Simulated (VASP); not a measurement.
Input of a VASP 6.6.1 run:

File INCAR:

```
PREC     = Accurate       # precision mode
ENCUT    = 600            # plane-wave cutoff, eV
EDIFF    = 1E-6           # SCF threshold, eV
ISMEAR   = 0              # smearing method
SIGMA    = 0.01           # smearing width, eV
LREAL    = F              # projectors in reciprocal space
LASPH    = T              # aspherical terms in the spheres
NELM     = 120            # most SCF steps
ALGO     = Normal         # electronic algorithm
ISIF     = 2              # what is computed and relaxed
LWAVE    = F              # write WAVECAR
LCHARG   = F              # write CHGCAR
GGA      = PE             # functional
IVDW     = 12             # dispersion correction
NBANDS   = 11             # bands
GGA_COMPAT= F
```

The input KPOINTS:

```
regular mesh
0
Gamma
  10 10 10
```

Contents of POSCAR:

```
C
1.0
    0.0000000000      1.7784598484      1.7784598484
    1.7784598484      0.0000000000      1.7784598484
    1.7784598484      1.7784598484      0.0000000000
C
2
Direct
    0.5000000000      0.5000000000      0.5000000000
    0.7500000000      0.7500000000      0.7500000000
```

Potentials or basis: VASP PAW PBE potentials, release 64 (C).

Run with:

```bash
$ cat potpaw_PBE.64/C/POTCAR > POTCAR
$ mpirun -np 1 vasp_std > vasp.out
```

Task: Estimate the dispersion energy per atom.

Result: -0.193 eV.

Task: Predict the band gap on the k mesh.

Result: 4.19 eV (least direct gap 5.61 eV).

Task: Predict the pressure.

Result: 0.0 GPa.

A k mesh can miss the band edges. Expect the measured gap to be larger: semilocal functionals such as PBE lack the derivative discontinuity.
